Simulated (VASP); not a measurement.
Cr: single point with PBE+D3(BJ)

The system is Cr.

```
CELL_PARAMETERS angstrom
-1.41004 1.41004 1.41004
1.41004 -1.41004 1.41004
1.41004 1.41004 -1.41004
ATOMIC_POSITIONS crystal
Cr 0.00000 0.00000 0.00000
```

- Program: VASP 6.6.1
- Task: single point
- Functional: PBE
- Dispersion: D3(BJ)
- Potentials or basis: VASP PAW PBE potentials, release 64 (Cr_pv)
- Cutoff: 520 eV
- k mesh: 12 × 12 × 12
- Occupations: fermi-dirac, width 0.05 eV
- Spin: collinear spin, ferromagnetic start
- Starting moments: [3.0] μB

| Quantity | Value |
| --- | --- |
| Pressure | -0.4 GPa |
| Band gap on the k mesh | zero (filled and empty bands overlap) |
| Net moment | 0.00 μB per cell |
| Valence electrons inside the program's atomic spheres | Cr 11.13 |
| Dispersion energy per atom | -0.511 eV |

Levels at points of the mesh, in eV from the Fermi level:
Spin up:
```
           k point  band 4  band 5  band 6  band 7  band 8  band 9
(0.00, 0.00, 0.00)   -7.96   -0.93   -0.93   -0.93    1.21    1.21
(0.50, 0.00, 0.00)   -4.57   -2.54    1.20    1.21    1.57    2.98
(0.50, 0.50, 0.50)   -4.48   -4.48    2.57    2.57    2.57    7.16
```
Spin down:
```
           k point  band 3  band 4  band 5  band 6  band 7  band 8  band 9  band 10
(0.00, 0.00, 0.00)  -42.66   -7.96   -0.93   -0.93   -0.93    1.21    1.21     7.16
(0.50, 0.00, 0.00)  -42.66   -4.57   -2.54    1.20    1.21    1.57    2.98     7.16
(0.50, 0.50, 0.50)  -43.34   -4.48   -4.48    2.57    2.57    2.57    7.16    10.89
```

Wall time 18 s on 1 thread of Intel Xeon 6975P-C, on a shared host, peak memory 0.14 GiB.

Caveat: the starting moments collapsed, and a magnetic state may lie lower; pairwise dispersion overbinds metals, which lowers pressure and volume.
